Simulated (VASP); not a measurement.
# NiO (Fm-3m) in VASP: relaxation of cell and atoms with PBEsol

Aim: the relaxation of cell and atoms of NiO with PBEsol.

All numbers are computed with VASP 6.6.1; they aren't measurements. Logs are shortened: lines on timing, memory, paths and dates and some standing lists are left out, and cuts for length are marked.

### Step 1. The cell of the first run

It takes space group Fm-3m (No. 225, cubic). The conventional cell has a = 4.106 Å, b = 4.106 Å, c = 4.106 Å, α = 90.00°, β = 90.00°, γ = 90.00°. Ni (site symmetry m-3m) has 6 O at 2.05 Å within 2.7 Å. O (site symmetry m-3m) has 6 Ni at 2.05 Å within 2.7 Å.

### Step 2. Relaxation of cell and atoms, PBEsol, collinear spin, ferromagnetic start

Contents of INCAR:

```
SYSTEM = NiO
PREC = Accurate
ENCUT = 600
EDIFF = 1E-6
ISMEAR = 0
SIGMA = 0.1
LREAL = .False.
LASPH = .True.
NELM = 150
ALGO = Normal
ISIF = 3
LWAVE = .False.
LCHARG = .False.
ISPIN = 2
MAGMOM = 0.89 0.15
LORBIT = 11
LMAXMIX = 4
GGA = PS
IBRION = 2
NSW = 100
EDIFFG = -0.005
```

Contents of KPOINTS:

```
regular mesh
0
Gamma
  18 18 18
  0 0 0
```

Contents of POSCAR:

```
NiO
1.0
    0.0000000000      2.0528784198      2.0528784198
    2.0528784198      0.0000000000      2.0528784198
    2.0528784198      2.0528784198      0.0000000000
Ni O
1 1
Direct
    0.0000000000      0.0000000000      0.0000000000
    0.5000000000      0.5000000000      0.5000000000
```

Potentials or basis: VASP PAW PBE potentials, release 64 (Ni, O).

Run with:

```console
$ cat potpaw_PBE.64/Ni/POTCAR potpaw_PBE.64/O/POTCAR > POTCAR
$ mpirun -np 1 vasp_std > vasp.out
```

OUTCAR:

```text
SYSTEM = NiO
   PREC = Accurate
   ENCUT = 600
   EDIFF = 1E-6
   ISMEAR = 0
   LREAL = .False.
   LASPH = .True.
   NELM = 150
   ISIF = 3
   ISPIN = 2
   LORBIT = 11
   GGA = PS
   IBRION = 2
   NSW = 100
   EDIFFG = -0.005

 ion  position               nearest neighbor table
   1  0.000  0.000  0.000-   2 2.05   2 2.05   2 2.05   2 2.05   2 2.05   2 2.05
   2  0.500  0.500  0.500-   1 2.05   1 2.05   1 2.05   1 2.05   1 2.05   1 2.05

  LATTYP: Found a face centered cubic cell.
 ALAT       =     4.1057568396

  Lattice vectors:

 A1 = (   0.0000000000,   2.0528784198,   2.0528784198)
 A2 = (   2.0528784198,   0.0000000000,   2.0528784198)
 A3 = (   2.0528784198,   2.0528784198,   0.0000000000)

Analysis of symmetry for initial positions (statically):
=====================================================================
 Subroutine PRICEL returns:
 Original cell was already a primitive cell.

 Routine SETGRP: Setting up the symmetry group for a
 face centered cubic supercell.

 Subroutine GETGRP returns: Found 48 space group operations
 (whereof 48 operations were pure point group operations)
 out of a pool of 48 trial point group operations.

The static configuration has the point symmetry O_h .

Analysis of symmetry for dynamics (positions and initial velocities):
=====================================================================
 Subroutine PRICEL returns:
 Original cell was already a primitive cell.

 Routine SETGRP: Setting up the symmetry group for a
 face centered cubic supercell.

 Subroutine GETGRP returns: Found 48 space group operations
 (whereof 48 operations were pure point group operations)
 out of a pool of 48 trial point group operations.

The dynamic configuration has the point symmetry O_h .

Analysis of structural, dynamic, and magnetic symmetry:
=====================================================================
 Subroutine PRICEL returns:
 Original cell was already a primitive cell.

 Routine SETGRP: Setting up the symmetry group for a
 face centered cubic supercell.

 Subroutine GETGRP returns: Found 48 space group operations
 (whereof 48 operations were pure point group operations)
 out of a pool of 48 trial point group operations.

The overall configuration has the point symmetry O_h .

 Subroutine INISYM returns: Found 48 space group operations
 (whereof 48 operations are pure point group operations),
 and found     1 'primitive' translations

----------------------------------------------------------------------------------------

                                     Primitive cell

  volume of cell :      17.3029

  direct lattice vectors                    reciprocal lattice vectors
     0.000000000  2.052878420  2.052878420    -0.243560454  0.243560454  0.243560454
     2.052878420  0.000000000  2.052878420     0.243560454 -0.243560454  0.243560454
     2.052878420  2.052878420  0.000000000     0.243560454  0.243560454 -0.243560454

  length of vectors
     2.903208503  2.903208503  2.903208503     0.421859081  0.421859081  0.421859081

  position of ions in fractional coordinates (direct lattice)
     0.000000000  0.000000000  0.000000000
     0.500000000  0.500000000  0.500000000

  ion indices of the primitive-cell ions
   primitive index   ion index
                 1           1
                 2           2

----------------------------------------------------------------------------------------

 KPOINTS: regular mesh

Automatic generation of k-mesh.
 Grid dimensions read from file:
 generate k-points for:   18   18   18

 Generating k-lattice:

  Cartesian coordinates                     Fractional coordinates (reciprocal lattice)
    -0.013531136  0.013531136  0.013531136     0.055555556  0.000000000  0.000000000
     0.013531136 -0.013531136  0.013531136     0.000000000  0.055555556  0.000000000
     0.013531136  0.013531136 -0.013531136     0.000000000  0.000000000  0.055555556

  Length of vectors
     0.023436616  0.023436616  0.023436616

  Shift w.r.t. Gamma in fractional coordinates (k-lattice)
     0.000000000  0.000000000  0.000000000

 Subroutine IBZKPT returns following result:
 ===========================================

 Found    195 irreducible k-points:

 Following reciprocal coordinates:
            Coordinates               Weight
  0.000000  0.000000  0.000000      1.000000
  0.055556  0.000000  0.000000      8.000000
  0.111111  0.000000  0.000000      8.000000
  0.166667  0.000000  0.000000      8.000000
  0.222222  0.000000  0.000000      8.000000
  0.277778  0.000000  0.000000      8.000000
[... 16 lines left out ...]
 -0.277778  0.055556  0.000000     24.000000
 -0.222222  0.055556  0.000000     24.000000
 [... further k-points ...]
   k-points           NKPTS =    195   k-points in BZ     NKDIM =    195   number of bands    NBANDS=     13
   number of dos      NEDOS =    301   number of ions     NIONS =      2
   total plane-waves  NPLWV =  13824
   dimension x,y,z NGX =    24 NGY =   24 NGZ =   24
   dimension x,y,z NGXF=    48 NGYF=   48 NGZF=   48
   ions per type =               1   1
   NGX,Y,Z   is equivalent  to a cutoff of  13.74, 13.74, 13.74 a.u.
   NGXF,Y,Z  is equivalent  to a cutoff of  27.49, 27.49, 27.49 a.u.
 SYSTEM =  NiO
   PREC   = accura    normal or accurate (medium, high low for compatibility)
   ISTART =      0    job   : 0-new  1-cont  2-samecut
   ICHARG =      2    charge: 1-file 2-atom 10-const
   ISPIN  =      2    spin polarized calculation?
   LNONCOLLINEAR =      F non collinear calculations
   LSORBIT =      F    spin-orbit coupling
   LASPH  =      T    aspherical Exc in radial PAW
   ENCUT  =  600.0 eV  44.10 Ry    6.64 a.u.   5.80  5.80  5.80*2*pi/ulx,y,z
   NELM   =    150;   NELMIN=  2; NELMDL= -5     # of ELM steps
   EDIFF  = 0.1E-05   stopping-criterion for ELM
   LREAL  =      F    real-space projection
   EDIFFG = -.5E-02   stopping-criterion for IOM
   NSW    =    100    number of steps for IOM
   IBRION =      2    ionic relax: 0-MD 1-quasi-New 2-CG
   NFREE  =      1    steps in history (QN), initial steepest desc. (CG)
   ISIF   =      3    stress and relaxation
   ISYM   =      2    0-nonsym 1-usesym 2-fastsym
   POTIM  = 0.5000    time-step for ionic-motion
   TEBEG  =    0.0;   TEEND  =   0.0 temperature during run
   PSTRESS=    0.0 pullay stress
   NELECT =      16.0000    total number of electrons
   NUPDOWN=      -1.0000    fix difference up-down
   EMIN   =  10.00;   EMAX   =-10.00  energy-range for DOS
   EFERMI =   0.00;   METHOD = LEGACY
   ISMEAR =     0;   SIGMA  =   0.10  broadening in eV -4-tet -1-fermi 0-gaus
   EFERMI_NEDOS =   21; number of points for ismear=-14 and -15
   IALGO  =     38    algorithm
   IMIX   =      4    mixing-type and parameters
     AMIX     =   0.40;   BMIX     =  1.00
     AMIX_MAG =   1.60;   BMIX_MAG =  1.00
  volume/ion in A,a.u.               =       8.65        58.38
  Fermi-wavevector in a.u.,A,eV,Ry     =   1.594930  3.013980 34.610519  2.543801
  Thomas-Fermi vector in A             =   2.692928
   LORBIT       =     11    0 simple, 1 ext, 2 COOP (PROOUT), +10 PAW based schemes
   GGA     = PS    functional components
   LHFCALC =     F    Hartree Fock is set to
   AEXX    =    0.0000 exact exchange contribution
   IVDW    =     0    specifies the selected vdW correction
   LEPSILON=     F    determine dielectric tensor
   LRPA    =     F    only Hartree local field effects (RPA)
 conjugate gradient relaxation of ions
 spin polarized calculation
 Gauss-broadening in eV      SIGMA  =   0.10
  energy-cutoff  :      600.00
  volume of cell :       17.30
 maximum number of plane-waves:       589
   NGX = 11   NGY = 11   NGZ = 11

--------------------------------------- Ionic step        1  -------------------------------------------

 number of electron      15.9999989 magnetization       0.8980373

 Free energy of the ion-electron system (eV)
  ---------------------------------------------------
  ext. energy  EPLUGINS =         0.00000000
  ---------------------------------------------------
  free energy    TOTEN  =       -12.40034050 eV

  energy without entropy =      -12.39082760  energy(sigma->0) =      -12.39558405

------------------------ aborting loop because EDIFF is reached ----------------------------------------

  FORCE on cell =-STRESS in cart. coord.  units (eV):
  Direction    XX          YY          ZZ          XY          YZ          ZX
  --------------------------------------------------------------------------------------
  -------------------------------------------------------------------------------------
  Total       -0.0431124     -0.0431124     -0.0431124     -0.0000000     -0.0000000      0.0000000
  in kB       -3.9920194     -3.9920194     -3.9920194     -0.0000000     -0.0000000      0.0000000
  external PRESSURE =      -3.9920194 kB  Pullay stress =       0.0000000 kB
[... 57 lines left out ...]
  energy  without entropy=      -12.3913350905  energy(sigma->0) =      -12.39586295

--------------------------------------- Ionic step        3  -------------------------------------------

 number of electron      15.9999990 magnetization       0.8637544

 Free energy of the ion-electron system (eV)
  ---------------------------------------------------
  ext. energy  EPLUGINS =         0.00000000
  ---------------------------------------------------
  free energy    TOTEN  =       -12.40039587 eV

  energy without entropy =      -12.39131909  energy(sigma->0) =      -12.39585748

 E-fermi :   8.5417     XC(G=0): -13.2624

 val. band max:        8.5407916353   @ k =  -0.3333   0.3333   0.0000
 cond. band min:       8.5447556917   @ k =  -0.4444   0.3333   0.1111
 fundamental gap:      0.0039640564
 Fermi energy:         8.5416563908

 spin component 1

 k-point     1 :       0.0000    0.0000    0.0000
  band No.  band energies     occupation
      1     -12.4153      1.00000
      2       5.1667      1.00000
      3       5.1667      1.00000
      4       5.1667      1.00000
      5       6.1497      1.00000
      6       6.1498      1.00000
      7       6.2055      1.00000
      8       6.2056      1.00000
      9       6.2056      1.00000
     10      10.3196      0.00000
     11      26.3121      0.00000
     12      27.8117      0.00000
     13      27.8117      0.00000
[... 353 lines left out ...]
 k-point    24 :      -0.2222    0.0556    0.0000
  band No.  band energies     occupation
      1     -11.7347      1.00000
      2       2.0091      1.00000
      3       3.2744      1.00000
      4       3.5196      1.00000
      5       6.5517      1.00000
      6       6.6016      1.00000
      7       6.9445      1.00000
      8       7.8389      1.00000
      9       8.4400      0.92475
     10      13.0337      0.00000
     11      21.1154      0.00000
     12      24.6636      0.00000
     13      25.6197      0.00000

 [... further k-points ...]

 spin component 2

 k-point     1 :       0.0000    0.0000    0.0000
  band No.  band energies     occupation
      1     -12.2269      1.00000
      2       5.3878      1.00000
      3       5.3878      1.00000
      4       5.3878      1.00000
      5       6.6598      1.00000
      6       6.6599      1.00000
      7       6.6599      1.00000
      8       7.3156      1.00000
      9       7.3156      1.00000
     10      10.4922      0.00000
     11      26.3022      0.00000
     12      27.9486      0.00000
     13      27.9486      0.00000
[... 397 lines left out ...]
  FREE ENERGIE OF THE ION-ELECTRON SYSTEM (eV)
  ---------------------------------------------------
  free  energy   TOTEN  =       -12.4003958728 eV

  energy  without entropy=      -12.3913190866  energy(sigma->0) =      -12.39585748

 reached required accuracy - stopping structural energy minimisation

 total charge

# of ion       s       p       d       tot
------------------------------------------
    1        0.351   0.442   8.360   9.153
    2        1.559   3.386   0.000   4.944
--------------------------------------------------
tot          1.909   3.828   8.360  14.098

 magnetization (x)

# of ion       s       p       d       tot
------------------------------------------
    1        0.009   0.010   0.715   0.733
    2        0.017   0.093   0.000   0.110
--------------------------------------------------
tot          0.026   0.103   0.715   0.843
```

Run time: 2.9 min. Hardware: 1 thread of AMD EPYC 9R45 (Zen 5), shared host; peak memory 0.19 GiB.

What came out:

- Free energy: -12.4004 eV
- Relaxed volume: 8.63 Å³/atom
- Relaxed cell: a = 2.901 Å, b = 2.901 Å, c = 2.901 Å, α = 60.00°, β = 60.00°, γ = 60.00°
- Space group after relaxing (to 0.1 Å): Fm-3m (No. 225)
- Energy gained by relaxing: 0.0 meV/atom
- Ionic steps: 3
- Pressure after relaxing: -0.1 GPa
- Net moment: 0.86 μB per cell
- Site moments: Ni +0.73; O +0.11 μB
- Valence electrons inside the program's atomic spheres: Ni 9.15; O 4.94

Final structure:
```
Ni O
1.0
     0.00000    2.05125    2.05125
     2.05125    0.00000    2.05125
     2.05125    2.05125    0.00000
Ni O
1 1
Cartesian
  0.0000 0.0000 0.0000
  2.0512 2.0512 2.0512
```

Caveat: the PAW data sets were made with another functional, which shifts forces and pressure a little; a cell with one magnetic atom can't hold antiferromagnetic order, which such compounds often take; semilocal functionals often make such compounds metallic where correlation or magnetic order opens a gap, which also shifts bond lengths. With open d or f shells a metallic result of PBEsol can be an artefact of self-interaction; +U or a hybrid may open a gap.
